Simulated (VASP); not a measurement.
# Al3GaN4: single point with PBEsol

Al3GaN4:

```
CELL_PARAMETERS angstrom
4.45119 -0.24239 -0.24239
-0.24239 4.45119 -0.24239
-0.24239 -0.24239 4.45119
ATOMIC_POSITIONS crystal
Al 0.50000 0.50000 0.00000
Al 0.50000 0.00000 0.50000
Al 0.00000 0.50000 0.50000
Ga 0.00000 0.00000 0.00000
N 0.74471 0.74471 0.25529
N 0.74471 0.25529 0.74471
N 0.25529 0.74471 0.74471
N 0.25529 0.25529 0.25529
```

- Program: VASP 6.6.1
- Task: single point
- Functional: PBEsol
- Potentials or basis: VASP PAW PBE potentials, release 64 (Al, Ga_d, N)
- Cutoff: 520 eV
- k mesh: 6 × 6 × 6
- Occupations: gaussian, width 0.05 eV
- Spin: no spin polarisation

| Property | Result |
| --- | --- |
| Pressure | 4.3 GPa |
| Largest force | 3.233 eV/Å |
| Band gap on the k mesh | 2.46 eV, direct |

Forces on the atoms (eV/Å):
```
Al  -1.741 -1.741 -1.985
Al  -1.741 -1.985 -1.741
Al  -1.985 -1.741 -1.741
Ga  -1.788 -1.788 -1.788
N    1.796  1.796  2.001
N    1.796  2.001  1.796
N    2.001  1.796  1.796
N    1.664  1.664  1.664
```

Stress tensor (GPa, compression positive):
```
 4.26 26.34 26.34
26.34  4.26 26.34
26.34 26.34  4.26
```

Levels at points of the mesh, in eV from the valence-band top:
```csv
k point,band 17,band 18,band 19,band 20,band 21,band 22,band 23,band 24,band 25,band 26
"(0.00, 0.00, 0.00)",-1.44,-1.44,-0.48,-0.48,0.00,2.46,2.68,2.68,2.82,7.16
"(0.50, 0.00, 0.00)",-2.94,-1.99,-1.73,-0.97,-0.72,4.72,4.79,5.36,5.42,8.15
"(0.50, 0.50, 0.00)",-2.50,-1.25,-1.12,-0.61,-0.43,5.90,6.66,6.82,6.98,7.65
"(0.50, 0.50, 0.50)",-0.61,-0.61,-0.52,-0.52,-0.31,4.46,5.96,6.63,6.63,8.43
```

Wall time 79 s on 1 thread of Intel(R) Xeon(R) Platinum 8488C (Sapphire Rapids), with other jobs on the host, peak memory 0.24 GiB.

Caveat: the PAW data sets were made with another functional, which shifts forces and pressure a little. Expect the measured gap to be larger: semilocal functionals such as PBEsol lack the derivative discontinuity.
